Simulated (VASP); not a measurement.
Runs of VASP 6.6.1 on TiAl. The structure is that of space group P4/mmm (No. 123), or close to it. The cells are those of the table. 

```tsv
cell	further INCAR settings	gap on the mesh (eV)	pressure (GPa)
a = 2.925, b = 2.925, c = 3.306 Å, 2 atoms	ALGO = Fast; EDIFF = 1e-06; NBANDS = 14	none	(b)
a = 3.052, b = 3.052, c = 3.306 Å, 2 atoms	ALGO = Fast; EDIFF = 1e-06; NBANDS = 14	none	-0.9
a = 2.925, b = 2.925, c = 3.179 Å, 2 atoms	ALGO = Fast; EDIFF = 1e-06; NBANDS = 14	none	18.4
a = 3.179, b = 3.179, c = 2.925 Å, 2 atoms	ALGO = Fast; EDIFF = 1e-07; NBANDS = 14	none	(a)
a = 2.925, b = 2.925, c = 3.433 Å, 2 atoms	ALGO = Fast; EDIFF = 1e-06; NBANDS = 14	none	5.4
```

Alike in all rows: task single point; level LDA; potentials or basis VASP PAW LDA potentials, release 64 (Ti_sv, Al); no spin polarisation; k mesh 16 × 16 × 16; cutoff (eV) 520; smearing gaussian 0.15 eV.

**Question.** Estimate the missing entries.

**Answer.** (a) 4.6; (b) 11.3.

Caveats: the stress differs along the axes, from 8 to 18 GPa (at least some runs); the stress differs along the axes, from -3 to 4 GPa (at least some runs); the stress differs along the axes, from 16 to 23 GPa (at least some runs); the cell stands under pressure (at least some runs); the stress differs along the axes, from 2 to 12 GPa (at least some runs).

A gap of «none» marks levels without a gap at the run's occupations.
